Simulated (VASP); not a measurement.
SnO, 4 atoms in the cell. The structure is tetragonal, space group P4/nmm (No. 129). The conventional cell has a = 3.868 Å, b = 3.868 Å, c = 5.067 Å, α = 90.00°, β = 90.00°, γ = 90.00°. Sn (site symmetry 4mm) has 4 O at 2.25 Å within 3.0 Å. Within 3.0 Å of O (site symmetry -4m2) lie 4 Sn at 2.25 Å and 4 O at 2.74 Å. 

* Program: VASP 6.6.1
* Task: single point
* Functional: PBE
* Potentials or basis: VASP PAW PBE potentials, release 64 (Sn_d, O)
* Cutoff: 520 eV
* k mesh: 7 × 7 × 6
* Occupations: fermi-dirac, width 0.05 eV
* Spin: no spin polarisation
* Dipole correction: no
* Further INCAR settings: ALGO = Normal; EDIFF = 1e-06; NBANDS = 28

Potentials or basis: VASP PAW PBE potentials, release 64 (Sn_d, O).

Launch:

```bash
$ cat potpaw_PBE.64/Sn_d/POTCAR potpaw_PBE.64/O/POTCAR > POTCAR
$ mpirun -np 1 vasp_std > vasp.out
```

Hardware: 1 thread of AMD EPYC 9R45 96-Core Processor (Zen 5), with other jobs on the host.

Task: Estimate the wall time of this run.

Result: Wall time 46 s on 1 thread of AMD EPYC 9R45 96-Core Processor (Zen 5), with other jobs on the host, peak memory 0.19 GiB. Counts: scf iterations 14, k points 40.
